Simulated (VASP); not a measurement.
# Rh (P6_3/mmc) in VASP: further runs

Runs on Rh. Level: RPBE. Tasks: single point, relaxation of cell and atoms.

Everything below comes from runs of VASP 6.6.1. Logs are shortened: lines on timing, memory, paths and dates and some standing lists are left out, and cuts for length are marked.

### Step 1. The cell of the first run

The structure is hexagonal, space group P6_3/mmc (No. 194). The conventional cell has a = 2.730 Å, b = 2.730 Å, c = 8.901 Å, α = 90.00°, β = 90.00°, γ = 120.00°. Rh (site symmetry -3m) has 12 Rh at 2.73 Å within 3.6 Å. Within 3.6 Å of Rh (site symmetry -6m2) lie 12 Rh at 2.73 Å.

This isn't the form of Rh at room conditions, which is fcc.

### Step 2. Single point, RPBE

Input file INCAR:

```
  PREC = Accurate
  ENCUT = 520
  EDIFF = 1E-7
  ISMEAR = -1
  SIGMA = 0.1
  LREAL = F
  LASPH = T
  NELM = 80
  ALGO = Normal
  ISIF = 2
  LWAVE = F
  LCHARG = T
  GGA = RP
  LELF = T
  LVHAR = T
  NBANDS = 38
```

Input file KPOINTS:

```
regular mesh
0
Gamma
  17 17 5
```

Input file POSCAR:

```
Rh
1.0
    2.7296425453      0.0000000000      0.0000000000
   -1.3648212726      2.3639397875      0.0000000000
    0.0000000000      0.0000000000      8.9011786347
Rh
4
Direct
    0.0000000000      1.0000000000      0.0000000000
    0.0000000000      1.0000000000      0.5000000000
    0.3333333333      0.6666666667      0.2500000000
    0.6666666667      0.3333333333      0.7500000000
```

Potentials or basis: VASP PAW PBE potentials, release 64 (Rh_pv).

Run with:

```console
cat potpaw_PBE.64/Rh_pv/POTCAR > POTCAR
mpirun -np 1 vasp_std > vasp.out
```

OUTCAR:

```text
PREC = Accurate
   ENCUT = 520
   EDIFF = 1E-7
   ISMEAR = -1
   LREAL = F
   LASPH = T
   NELM = 80
   ISIF = 2
   GGA = RP

 ion  position               nearest neighbor table
   1  0.000  0.000  0.000-   3 2.73   4 2.73   3 2.73   4 2.73   4 2.73   3 2.73
   2  0.000  0.000  0.500-   3 2.73   4 2.73   3 2.73   4 2.73   4 2.73   3 2.73
   3  0.333  0.667  0.250-   1 2.73   2 2.73   1 2.73   2 2.73   1 2.73   2 2.73
   4  0.667  0.333  0.750-   1 2.73   2 2.73   1 2.73   2 2.73   1 2.73   2 2.73

  LATTYP: Found a hexagonal cell.
 ALAT       =     2.7296425453
 C/A-ratio  =     3.2609319671

  Lattice vectors:

 A1 = (   2.7296425453,   0.0000000000,   0.0000000000)
 A2 = (  -1.3648212726,   2.3639397875,   0.0000000000)
 A3 = (   0.0000000000,   0.0000000000,   8.9011786347)

Analysis of symmetry for initial positions (statically):
=====================================================================
 Subroutine PRICEL returns:
 Original cell was already a primitive cell.

 Routine SETGRP: Setting up the symmetry group for a
 hexagonal supercell.

 Subroutine GETGRP returns: Found 24 space group operations
 (whereof 12 operations were pure point group operations)
 out of a pool of 24 trial point group operations.

The static configuration has the point symmetry D_3d.
 The point group associated with its full space group is D_6h.

Analysis of symmetry for dynamics (positions and initial velocities):
=====================================================================
 Subroutine PRICEL returns:
 Original cell was already a primitive cell.

 Routine SETGRP: Setting up the symmetry group for a
 hexagonal supercell.

 Subroutine GETGRP returns: Found 24 space group operations
 (whereof 12 operations were pure point group operations)
 out of a pool of 24 trial point group operations.

The dynamic configuration has the point symmetry D_3d.
 The point group associated with its full space group is D_6h.

 Subroutine INISYM returns: Found 24 space group operations
 (whereof 12 operations are pure point group operations),
 and found     1 'primitive' translations

----------------------------------------------------------------------------------------

                                     Primitive cell

  volume of cell :      57.4367

  direct lattice vectors                    reciprocal lattice vectors
     2.729642545  0.000000000  0.000000000     0.366348334  0.211511309  0.000000000
    -1.364821273  2.363939788  0.000000000     0.000000000  0.423022619  0.000000000
     0.000000000  0.000000000  8.901178635     0.000000000  0.000000000  0.112344673

  length of vectors
     2.729642545  2.729642545  8.901178635     0.423022619  0.423022619  0.112344673

  position of ions in fractional coordinates (direct lattice)
     0.000000000  0.000000000  0.000000000
     0.000000000  0.000000000  0.500000000
     0.333333333  0.666666667  0.250000000
     0.666666667  0.333333333  0.750000000

  ion indices of the primitive-cell ions
   primitive index   ion index
                 1           1
                 2           2
                 3           3
                 4           4

----------------------------------------------------------------------------------------

 KPOINTS: regular mesh

Automatic generation of k-mesh.
 Grid dimensions read from file:
 generate k-points for:   17   17    5

 Generating k-lattice:

  Cartesian coordinates                     Fractional coordinates (reciprocal lattice)
     0.021549902  0.012441842  0.000000000     0.058823529 -0.000000000  0.000000000
     0.000000000  0.024883683  0.000000000     0.000000000  0.058823529  0.000000000
     0.000000000  0.000000000  0.022468935     0.000000000  0.000000000  0.200000000

  Length of vectors
     0.024883683  0.024883683  0.022468935

  Shift w.r.t. Gamma in fractional coordinates (k-lattice)
     0.000000000  0.000000000  0.000000000

 Subroutine IBZKPT returns following result:
 ===========================================

 Found     99 irreducible k-points:

 Following reciprocal coordinates:
            Coordinates               Weight
  0.000000  0.000000  0.000000      1.000000
  0.058824 -0.000000  0.000000      6.000000
  0.117647 -0.000000  0.000000      6.000000
  0.176471  0.000000  0.000000      6.000000
  0.235294 -0.000000  0.000000      6.000000
  0.294118  0.000000  0.000000      6.000000
[... 16 lines left out ...]
  0.411765  0.117647  0.000000     12.000000
  0.176471  0.176471  0.000000      6.000000
 [... further k-points ...]
   k-points           NKPTS =     99   k-points in BZ     NKDIM =     99   number of bands    NBANDS=     38
   number of dos      NEDOS =    301   number of ions     NIONS =      4
   total plane-waves  NPLWV =  28000
   dimension x,y,z NGX =    20 NGY =   20 NGZ =   70
   dimension x,y,z NGXF=    40 NGYF=   40 NGZF=  140
   ions per type =               4
   NGX,Y,Z   is equivalent  to a cutoff of  12.18, 12.18, 13.07 a.u.
   NGXF,Y,Z  is equivalent  to a cutoff of  24.36, 24.36, 26.15 a.u.
 SYSTEM =  unknown system
   PREC   = accura    normal or accurate (medium, high low for compatibility)
   ISTART =      0    job   : 0-new  1-cont  2-samecut
   ICHARG =      2    charge: 1-file 2-atom 10-const
   ISPIN  =      1    spin polarized calculation?
   LNONCOLLINEAR =      F non collinear calculations
   LSORBIT =      F    spin-orbit coupling
   LASPH  =      T    aspherical Exc in radial PAW
   ENCUT  =  520.0 eV  38.22 Ry    6.18 a.u.   5.08  5.08 16.55*2*pi/ulx,y,z
   NELM   =     80;   NELMIN=  2; NELMDL= -5     # of ELM steps
   EDIFF  = 0.1E-06   stopping-criterion for ELM
   LREAL  =      F    real-space projection
   EDIFFG = 0.1E-05   stopping-criterion for IOM
   NSW    =      0    number of steps for IOM
   IBRION =     -1    ionic relax: 0-MD 1-quasi-New 2-CG
   NFREE  =      0    steps in history (QN), initial steepest desc. (CG)
   ISIF   =      2    stress and relaxation
   ISYM   =      2    0-nonsym 1-usesym 2-fastsym
   POTIM  = 0.5000    time-step for ionic-motion
   TEBEG  =    0.0;   TEEND  =   0.0 temperature during run
   PSTRESS=    0.0 pullay stress
   NELECT =      60.0000    total number of electrons
   NUPDOWN=      -1.0000    fix difference up-down
   EMIN   =  10.00;   EMAX   =-10.00  energy-range for DOS
   EFERMI =   0.00;   METHOD = LEGACY
   ISMEAR =    -1;   SIGMA  =   0.10  broadening in eV -4-tet -1-fermi 0-gaus
   EFERMI_NEDOS =   21; number of points for ismear=-14 and -15
   IALGO  =     38    algorithm
   IMIX   =      4    mixing-type and parameters
     AMIX     =   0.40;   BMIX     =  1.00
     AMIX_MAG =   1.60;   BMIX_MAG =  1.00
  volume/ion in A,a.u.               =      14.36        96.90
  Fermi-wavevector in a.u.,A,eV,Ry     =   1.661098  3.139021 37.541844  2.759248
  Thomas-Fermi vector in A             =   2.748220
   LORBIT       =      0    0 simple, 1 ext, 2 COOP (PROOUT), +10 PAW based schemes
   GGA     = RP    functional components
   LHFCALC =     F    Hartree Fock is set to
   AEXX    =    0.0000 exact exchange contribution
   IVDW    =     0    specifies the selected vdW correction
   LEPSILON=     F    determine dielectric tensor
   LRPA    =     F    only Hartree local field effects (RPA)
 non-spin polarized calculation
  energy-cutoff  :      520.00
  volume of cell :       57.44
 maximum number of plane-waves:      1564
   NGX = 11   NGY = 11   NGZ = 33

 number of electron      59.9999998 magnetization

 Free energy of the ion-electron system (eV)
  ---------------------------------------------------
  ext. energy  EPLUGINS =         0.00000000
  ---------------------------------------------------
  free energy    TOTEN  =       -26.49418808 eV

  energy without entropy =      -26.28473580  energy(sigma->0) =      -26.38946194

 E-fermi :  11.2310     XC(G=0): -13.6512

 val. band max:       11.2289521760   @ k =   0.3529   0.2353   0.4000
 cond. band min:      11.2392366142   @ k =   0.1176  -0.0000   0.4000
 fundamental gap:      0.0102844381
 Fermi energy:        11.2310219241

 k-point     1 :       0.0000    0.0000    0.0000
  band No.  band energies     occupation
      1     -35.7157      2.00000
      2     -35.4068      2.00000
      3     -35.4043      2.00000
      4     -35.1725      2.00000
      5     -35.1725      2.00000
      6     -35.1345      2.00000
[... 30 lines left out ...]
     37      19.4473      0.00000
     38      25.5265      0.00000

 k-point     2 :       0.0588   -0.0000    0.0000
  band No.  band energies     occupation
      1     -35.7088      2.00000
      2     -35.4087      2.00000
      3     -35.4060      2.00000
      4     -35.1886      2.00000
      5     -35.1777      2.00000
      6     -35.1468      2.00000
[... 30 lines left out ...]
     37      19.4313      0.00000
     38      25.6462      0.00000

 k-point     3 :       0.1176   -0.0000    0.0000
  band No.  band energies     occupation
      1     -35.6887      2.00000
      2     -35.4168      2.00000
      3     -35.4132      2.00000
      4     -35.2337      2.00000
      5     -35.1924      2.00000
      6     -35.1814      2.00000
[... 30 lines left out ...]
     37      19.3904      0.00000
     38      25.9488      0.00000

 k-point     4 :       0.1765    0.0000    0.0000
  band No.  band energies     occupation
      1     -35.6571      2.00000
      2     -35.4394      2.00000
      3     -35.4325      2.00000
      4     -35.2998      2.00000
      5     -35.2374      2.00000
      6     -35.2141      2.00000
[... 30 lines left out ...]
     37      19.3464      0.00000
     38      26.1690      0.00000
[... 703 lines left out ...]
      4     -35.5388      2.00000
      5     -35.4435      2.00000
      6     -35.3407      2.00000
[... 30 lines left out ...]
     37      20.5454      0.00000
     38      20.6528      0.00000

 k-point    23 :       0.4118    0.1176    0.0000
  band No.  band energies     occupation
      1     -35.6838      2.00000
      2     -35.6611      2.00000
      3     -35.5878      2.00000
      4     -35.5617      2.00000
      5     -35.3964      2.00000
      6     -35.3518      2.00000
[... 30 lines left out ...]
     37      20.1430      0.00000
     38      20.1653      0.00000

 k-point    24 :       0.1765    0.1765    0.0000
  band No.  band energies     occupation
      1     -35.5596      2.00000
      2     -35.5411      2.00000
      3     -35.5262      2.00000
      4     -35.4379      2.00000
      5     -35.4231      2.00000
      6     -35.3152      2.00000
[... 30 lines left out ...]
     37      19.5858      0.00000
     38      23.9563      0.00000

 [... further k-points ...]

------------------------ aborting loop because EDIFF is reached ----------------------------------------

  FORCE on cell =-STRESS in cart. coord.  units (eV):
  Direction    XX          YY          ZZ          XY          YZ          ZX
  --------------------------------------------------------------------------------------
  -------------------------------------------------------------------------------------
  Total        0.0652457      0.0652457      0.0354423      0.0000000      0.0000000      0.0000000
  in kB        1.8200044      1.8200044      0.9886510      0.0000000      0.0000000      0.0000000
  external PRESSURE =       1.5428866 kB  Pullay stress =       0.0000000 kB

 VOLUME and BASIS-vectors are now :
 -----------------------------------------------------------------------------
  energy-cutoff  :      520.00
  volume of cell :       57.44
      direct lattice vectors                 reciprocal lattice vectors
     2.729642545  0.000000000  0.000000000     0.366348334  0.211511309  0.000000000
    -1.364821273  2.363939788  0.000000000     0.000000000  0.423022619  0.000000000
     0.000000000  0.000000000  8.901178635     0.000000000  0.000000000  0.112344673

 POSITION                                       TOTAL-FORCE (eV/Angst)
 -----------------------------------------------------------------------------------
      0.00000      0.00000      0.00000         0.000000      0.000000      0.000000
      0.00000      0.00000      4.45059         0.000000      0.000000      0.000000
     -0.00000      1.57596      2.22529        -0.000000      0.000000     -0.000000
      1.36482      0.78798      6.67588         0.000000     -0.000000      0.000000
 -----------------------------------------------------------------------------------
    total drift:                                0.000000     -0.000000      0.000000

  FREE ENERGIE OF THE ION-ELECTRON SYSTEM (eV)
  ---------------------------------------------------
  free  energy   TOTEN  =       -26.4941880768 eV

  energy  without entropy=      -26.2847357983  energy(sigma->0) =      -26.38946194
```

It took 5.3 min on 1 thread of Intel Xeon 8259CL, shared host; peak memory 0.28 GiB.

Results:

| Quantity | Value |
| --- | --- |
| Free energy | -26.4942 eV |
| Pressure | 0.2 GPa |
| Band gap on the k mesh | zero (bands 30 and 31 overlap by 1.73 eV) |

Stress tensor (GPa, compression positive):
```
0.18 0.00 0.00
0.00 0.18 0.00
0.00 0.00 0.10
```

Caveat: the PAW data sets were made with another functional, which shifts forces and pressure a little.

### Step 3. Relaxation of cell and atoms, RPBE

This run uses another cell than the first one, of 13.75 Å³/atom.

Input file INCAR:

```
ALGO = Normal ; EDIFF = 1E-6
EDIFFG = -0.01 ; ENCUT = 600
GGA = RP ; IBRION = 2
ISIF = 3 ; ISMEAR = -1
LASPH = True ; LCHARG = False
LREAL = False ; LWAVE = False
NELM = 60 ; NSW = 80
PREC = Accurate ; SIGMA = 0.1
```

Input file KPOINTS:

```
k-points
0
Gamma
  13 13 4
```

Input file POSCAR:

```
Rh
1.0
    2.6891940459      0.0000000000      0.0000000000
   -1.3445970229      2.3289103594      0.0000000000
    0.0000000000      0.0000000000      8.7829077538
Rh
4
Direct
    0.0000000000      0.0000000000      0.0000000000
    0.0000000000      0.0000000000      0.5000000000
    0.3333333333      0.6666666667      0.2500000000
    0.6666666667      0.3333333333      0.7500000000
```

Potentials or basis: VASP PAW PBE potentials, release 64 (Rh_pv).

Run with:

```console
cat potpaw_PBE.64/Rh_pv/POTCAR > POTCAR
mpirun -np 1 vasp_std > vasp.out
```

Wall time 14 min (1 thread of Intel Xeon 8259CL, shared host); peak memory 0.28 GiB.

The run converged. Its results:

```yaml
Free_energy: -26.4953 eV
Relaxed_volume: 14.36 Å³/atom
Relaxed_cell: a = 2.730 Å, b = 2.730 Å, c = 8.901 Å, α = 90.00°, β = 90.00°, γ = 120.00°
Space_group_after_relaxing_to_0.1_Å: P6_3/mmc (No. 194)
Energy_gained_by_relaxing: 20.5 meV/atom
Ionic_steps: 9
Pressure_after_relaxing: 0.0 GPa
Band_gap_on_the_k_mesh: zero (bands 30 and 31 overlap by 1.70 eV)
```

The path:
```tsv
step	energy change (eV)	largest force (eV/Å)	pressure (GPa)	volume (Å³)
1	0.0000	0.0000	11.32	55.01
2	0.2548	0.0000	-17.14	63.11
3	-0.0817	0.0000	-0.33	57.51
4	-0.0818	0.0000	-0.05	57.44
5	-0.0818	0.0000	0.16	57.39
6	-0.0818	0.0000	0.16	57.39
7	-0.0818	0.0000	0.17	57.39
8	-0.0818	0.0000	-0.16	57.47
9	-0.0818	0.0000	-0.01	57.43
```

Final structure:
```yaml
crystal:
  lattice:
    - [2.72955, 0.00000, 0.00000]
    - [-1.36477, 2.36386, 0.00000]
    - [0.00000, 0.00000, 8.90067]
  atoms:
    - { symbol: Rh, position: [0.00000, 0.00000, 0.00000] }
    - { symbol: Rh, position: [0.00000, 0.00000, 0.50000] }
    - { symbol: Rh, position: [0.33333, 0.66667, 0.25000] }
    - { symbol: Rh, position: [0.66667, 0.33333, 0.75000] }
```

Levels at points of the mesh, in eV from the Fermi level:
```tsv
k point	band 26	band 27	band 28	band 29	band 30	band 31	band 32	band 33	band 34	band 35
(0.00, 0.00, 0.00)	-2.45	-2.45	-1.35	-1.35	-0.80	-0.80	-0.33	-0.33	0.39	0.39
(0.00, 0.00, 0.50)	-2.66	-1.06	-1.06	-1.06	-1.06	-1.00	-1.00	0.07	0.07	0.07
```

Caveat: the PAW data sets were made with another functional, which shifts forces and pressure a little.
